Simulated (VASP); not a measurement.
Write the native input for VASP 6.6.1 that does the following.

```
Task                   : single point
Functional             : revPBE
Dispersion             : D3(BJ)
Potentials or basis    : VASP PAW PBE potentials, release 64 (Pb_d, Te)
Cutoff                 : 520 eV
k mesh                 : 5 × 5 × 5
Occupations            : fermi-dirac, width 0.1 eV
Spin                   : no spin polarisation
Dipole correction      : no
Further INCAR settings : ALGO = Normal; EDIFF = 1e-06; NBANDS = 17
```

The structure of TePb lies in POSCAR:

```
TePb
1.0
    0.0000000000      3.2481500000      3.2481500000
    3.2481500000      0.0000000000      3.2481500000
    3.2481500000      3.2481500000      0.0000000000
Pb Te
1 1
Direct
    0.0000000000      0.0000000000      0.0000000000
    0.5000000000      0.5000000000      0.5000000000
```

One way to write it, as run:

INCAR

```
SYSTEM = TePb
PREC = Accurate ; ENCUT = 520
EDIFF = 1E-6 ; ISMEAR = -1
SIGMA = 0.1 ; LREAL = .False.
LASPH = .True. ; NELM = 60
ALGO = Normal ; ISIF = 2
LWAVE = .False. ; LCHARG = .False.
GGA = RE ; IVDW = 12
NBANDS = 17
```

KPOINTS

```
regular mesh
0
Gamma
  5 5 5
  0 0 0
```

Potentials or basis: VASP PAW PBE potentials, release 64 (Pb_d, Te).

Command:

```sh
$ cat potpaw_PBE.64/Pb_d/POTCAR potpaw_PBE.64/Te/POTCAR > POTCAR
$ mpirun -np 1 vasp_std > vasp.out
```

It gave:

- Pressure: -1.1 GPa
- Dispersion energy per atom: -0.731 eV

Caveat: the PAW data sets were made with another functional, which shifts forces and pressure a little.

Run time: 11 s on 1 thread of Intel(R) Xeon(R) Platinum 8259CL CPU @ 2.50GHz (Skylake/Cascade Lake) (shared host), peak memory 0.21 GiB.
